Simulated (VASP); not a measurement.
Rb2LaMnF6, 10 atoms in the cell. It takes space group Fm-3m (No. 225, cubic). The conventional cell has a = 8.561 Å, b = 8.561 Å, c = 8.561 Å, α = 90.00°, β = 90.00°, γ = 90.00°. Mn (site symmetry m-3m) has 6 F at 1.96 Å within 2.6 Å. Within 2.6 Å of F (site symmetry 4mm) lie 1 Mn at 1.96 Å and 1 La at 2.33 Å. Rb (site symmetry -43m) has 12 F at 3.03 Å and 4 Mn at 3.71 Å and 4 La at 3.71 Å within 4.0 Å. Within 3.1 Å of La (site symmetry m-3m) lie 6 F at 2.33 Å. 

| Item | Value |
| --- | --- |
| Program | VASP 6.6.1 |
| Task | single point |
| Functional | r2SCAN |
| Potentials or basis | VASP PAW PBE potentials, release 64 (Mn_pv, F, Rb_sv, La) |
| Cutoff | 520 eV |
| k mesh | 7 × 7 × 7 |
| Occupations | fermi-dirac, width 0.0745 eV |
| Spin | no spin polarisation |
| Dipole correction | no |
| Further INCAR settings | ALGO = Normal; EDIFF = 1e-07; NBANDS = 53 |

Potentials or basis: VASP PAW PBE potentials, release 64 (Mn_pv, F, Rb_sv, La).

Command:

```console
$ cat potpaw_PBE.64/Mn_pv/POTCAR potpaw_PBE.64/F/POTCAR potpaw_PBE.64/Rb_sv/POTCAR potpaw_PBE.64/La/POTCAR > POTCAR
$ cp INCAR.step1 INCAR
$ mpirun -np 1 vasp_std > vasp.out
$ cp INCAR.step2 INCAR
$ mpirun -np 1 vasp_std > vasp.out
```

Hardware: 1 thread of Intel(R) Xeon(R) Platinum 8259CL CPU @ 2.50GHz (Skylake/Cascade Lake) (shared host).

**Question.** How long does it take, and how much memory?

**Answer.** It took 23 min on 1 thread of Intel(R) Xeon(R) Platinum 8259CL CPU @ 2.50GHz (Skylake/Cascade Lake), with other jobs on the host, peak memory 0.48 GiB. Counts: k points 20.
